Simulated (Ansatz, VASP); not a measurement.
One calculation of Be3Zn2Se5, two programs

Contents of INCAR:

```
  ALGO = Normal
  EDIFF = 1E-6
  ENCUT = 520
  GGA = PE
  ISIF = 2
  ISMEAR = 0
  LASPH = T
  LCHARG = T
  LELF = T
  LREAL = F
  LVHAR = T
  LWAVE = F
  NBANDS = 41
  NELM = 80
  PREC = Accurate
  SIGMA = 0.1
```

The input KPOINTS:

```
k-points
0
Gamma
  6 6 6
```

Contents of POSCAR:

```
Be3Zn2Se5
1.0
   -1.8945352600      1.8945352600     13.3963873300
    1.8945352600     -1.8945352600     13.3963873300
    1.8945352600      1.8945352600    -13.3963873300
Be Zn Se
3 2 5
Direct
    0.0000000000      0.0000000000      0.0000000000
    0.6000000000      0.6000000000      0.0000000000
    0.4000000000      0.4000000000      0.0000000000
    0.2000000000      0.2000000000      0.0000000000
    0.8000000000      0.8000000000      0.0000000000
    0.6500000000      0.1500000000      0.5000000000
    0.2500000000      0.7500000000      0.5000000000
    0.8500000000      0.3500000000      0.5000000000
    0.4500000000      0.9500000000      0.5000000000
    0.0500000000      0.5500000000      0.5000000000
```

Input for Ansatz:

```yaml
crystal:
  lattice:
    - [-1.89453526, 1.89453526, 13.39638733]
    - [1.89453526, -1.89453526, 13.39638733]
    - [1.89453526, 1.89453526, -13.39638733]
  atoms:
    - { symbol: Be, position: [0.0, 0.0, 0.0] }
    - { symbol: Be, position: [0.6, 0.6, 0.0] }
    - { symbol: Be, position: [0.4, 0.4, 0.0] }
    - { symbol: Zn, position: [0.2, 0.2, 0.0] }
    - { symbol: Zn, position: [0.8, 0.8, 0.0] }
    - { symbol: Se, position: [0.65, 0.15, 0.5] }
    - { symbol: Se, position: [0.25, 0.75, 0.5] }
    - { symbol: Se, position: [0.85, 0.35, 0.5] }
    - { symbol: Se, position: [0.45, 0.95, 0.5] }
    - { symbol: Se, position: [0.05, 0.55, 0.5] }
basis:
  ecutwfc: 420
kpoints:
  mp_grid: { grid: [6, 6, 6] }
hamiltonian:
  xc: pbe
scf:
  occupations: { method: gaussian, width: 0.1 }
  lower_state_search: "off"
output:
  forces: true
  stress: true
  eigenvalues: true
```

Alike in both runs: task single point; functional PBE; k mesh 6 × 6 × 6; occupations gaussian, width 0.1 eV; no spin polarisation.

```csv
,VASP,Ansatz
version,VASP 6.6.1,Ansatz 0.2.0
potentials or method,"VASP PAW PBE potentials, release 64 (Be, Zn, Se), cutoff 520 eV","scalar-relativistic, plane waves, PAW"
valence electrons in the cell,60,110
```

Ansatz gave:

- gap on the k mesh at the Fermi level (eV): 2.61
- least direct gap on the mesh (eV): 2.71
- pressure (GPa): 3.4
- rms of the force components (eV/Å): 0.530

Q: Which values does VASP return?

A: gap on the k mesh at the Fermi level (eV): 2.61; least direct gap on the mesh (eV): 2.70; pressure (GPa): 3.7; rms of the force components (eV/Å): 0.537.

Atom by atom the forces differ by 0.007 eV/Å (rms over components). VASP's potentials hold 60 valence electrons a cell and Ansatz's 110, so a difference there can come from the potentials and not from the codes.
